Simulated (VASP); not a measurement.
Write the native input for VASP 6.6.1 that does the following.

- Task: single point
- Functional: PBEsol
- Potentials or basis: VASP PAW PBE potentials, release 64 (W_sv, C_h)
- Cutoff: 1300 eV
- k mesh: 24 × 24 × 18
- Occupations: gaussian, width 0.1 eV
- Spin: no spin polarisation
- Dipole correction: no
- Further INCAR settings: ALGO = Normal; EDIFF = 1e-06; NBANDS = 16

The structure of WC lies in POSCAR:

```
WC
1.0
    2.9074128511      0.0000000000      0.0000000000
   -1.4537064255      2.5178933883      0.0000000000
    0.0000000000      0.0000000000      2.7853405027
W C
1 1
Direct
    0.0000000005     -0.0000000005      0.0000000000
    0.6666666661      0.3333333339      0.5000000000
```

This cell differs from its parent crystal: uniaxial strain along c: -1.5 %, then relaxed in part.

The input as run:

INCAR

```
SYSTEM = WC
PREC     = Accurate       ! precision mode
ENCUT    = 1300           ! plane-wave cutoff, eV
EDIFF    = 1E-6           ! SCF threshold, eV
ISMEAR   = 0              ! smearing method
SIGMA    = 0.1            ! smearing width, eV
LREAL    = .FALSE.        ! projectors in reciprocal space
LASPH    = .TRUE.         ! aspherical terms in the spheres
NELM     = 120            ! most SCF steps
ALGO     = Normal         ! electronic algorithm
ISIF     = 2              ! what is computed and relaxed
LWAVE    = .FALSE.        ! write WAVECAR
LCHARG   = .FALSE.        ! write CHGCAR
GGA      = PS             ! functional
NBANDS   = 16             ! bands
GGA_COMPAT= .FALSE.
```

KPOINTS

```
Automatic mesh
0
G
  24 24 18
  0 0 0
```

Potentials or basis: VASP PAW PBE potentials, release 64 (W_sv, C_h).

Command:

```sh
$ cat potpaw_PBE.64/W_sv/POTCAR potpaw_PBE.64/C_h/POTCAR > POTCAR
$ mpirun -np 1 vasp_std > vasp.out
```

It gave:

```yaml
Pressure: 5.9 GPa
Band_gap_on_the_k_mesh: zero (bands 9 and 10 overlap by 1.40 eV)
```

Caveat: the cell differs from its parent crystal (uniaxial strain along c: -1.5 %, then relaxed in part); the stress differs along the axes, from 1 to 15 GPa; the PAW data sets were made with another functional, which shifts forces and pressure a little; spin-orbit coupling is left out, which moves the levels of the heavy elements.

Run time: 5.7 min on 1 thread of Intel(R) Xeon(R) Platinum 8488C (Sapphire Rapids), on a shared host, peak memory 0.84 GiB.
